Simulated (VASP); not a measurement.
Write the native input for VASP 6.6.1 that does the following.

```
Task                   : single point
Functional             : PBE
Potentials or basis    : VASP PAW PBE potentials, release 64 (Na_pv, F)
Cutoff                 : 520 eV
k mesh                 : 6 × 6 × 6
Occupations            : gaussian, width 0.1 eV
Spin                   : no spin polarisation
Dipole correction      : no
Further INCAR settings : ALGO = Normal; EDIFF = 1e-06; NBANDS = 14
```

The structure of NaF (Villiaumite) lies in POSCAR:

```
NaF
1.0
    0.0000000000      2.3200000000      2.3200000000
    2.3200000000      0.0000000000      2.3200000000
    2.3200000000      2.3200000000      0.0000000000
Na F
1 1
Direct
    0.0000000000      0.0000000000      0.0000000000
    0.5000000000      0.5000000000      0.5000000000
```

The input as run:

INCAR

```
SYSTEM = NaF
PREC = Accurate
ENCUT = 520
EDIFF = 1E-6
ISMEAR = 0
SIGMA = 0.1
LREAL = .FALSE.
LASPH = .TRUE.
NELM = 80
ALGO = Normal
ISIF = 2
LWAVE = .FALSE.
LCHARG = .TRUE.
GGA = PE
LELF = .TRUE.
LVHAR = .TRUE.
NBANDS = 14
```

KPOINTS

```
Automatic mesh
0
G
  6 6 6
  0 0 0
```

Potentials or basis: VASP PAW PBE potentials, release 64 (Na_pv, F).

Launch:

```console
$ cat potpaw_PBE.64/Na_pv/POTCAR potpaw_PBE.64/F/POTCAR > POTCAR
$ mpirun -np 1 vasp_std > vasp.out
```

Results of the run:

- Pressure: 1.8 GPa
- Band gap on the k mesh: 6.28 eV, direct

Wall time 7.1 s on 1 thread of Intel(R) Xeon(R) Platinum 8259CL CPU @ 2.50GHz (Skylake/Cascade Lake), on a shared host, peak memory 0.13 GiB.
